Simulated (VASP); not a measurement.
Input of a VASP 6.6.1 run:

The input INCAR:

```
SYSTEM = Be3Te4
ALGO = Normal
EDIFF = 1E-7
EDIFFG = -0.08
ENCUT = 600
GGA = PE
IBRION = 2
ISIF = 3
ISMEAR = 0
LASPH = .TRUE.
LCHARG = .FALSE.
LREAL = .FALSE.
LWAVE = .FALSE.
NELM = 60
NSW = 36
PREC = Accurate
SIGMA = 0.2
```

File KPOINTS:

```
k-points
0
G
  4 4 4
  0 0 0
```

The input POSCAR:

```
Be3Te4
1.0
   -2.6700000000      2.6700000000      5.3500000000
    2.6700000000     -2.6700000000      5.3500000000
    2.6700000000      2.6700000000     -5.3500000000
Be Te
3 4
Direct
    0.2500000000      0.7500000000      0.5000000000
    0.7500000000      0.2500000000      0.5000000000
    0.5000000000      0.5000000000      0.0000000000
    0.3750000000      0.8750000000      0.0000000000
    0.8750000000      0.3750000000      0.0000000000
    0.1250000000      0.1250000000      0.5000000000
    0.6250000000      0.6250000000      0.5000000000
```

Potentials or basis: VASP PAW PBE potentials, release 64 (Be, Te).

Run with:

```console
$ cat potpaw_PBE.64/Be/POTCAR potpaw_PBE.64/Te/POTCAR > POTCAR
$ mpirun -np 1 vasp_std > vasp.out
```

Question: Estimate the relaxed volume.

Answer: 24.85 Å³/atom.

Question: Estimate the space group after relaxing (to 0.1 Å).

Answer: I-42m (No. 121).

Question: What does it give for the band gap on the k mesh?

Answer: Zero (bands 15 and 16 overlap by 1.11 eV).

Final structure:
```
Be Te
1.0
    -2.78280    2.78280    5.61525
     2.78280   -2.78280    5.61525
     2.78280    2.78280   -5.61525
Be Te
3 4
Direct
  0.25000 0.75000 0.50000
  0.75000 0.25000 0.50000
  0.50000 0.50000 0.00000
  0.37009 0.87649 0.00000
  0.87649 0.37009 0.00000
  0.12351 0.12351 0.49360
  0.62991 0.62991 0.50640
```

Caveat: the cell differs from its parent crystal (atoms taken out); spin-orbit coupling is left out, which moves the levels of the heavy elements.
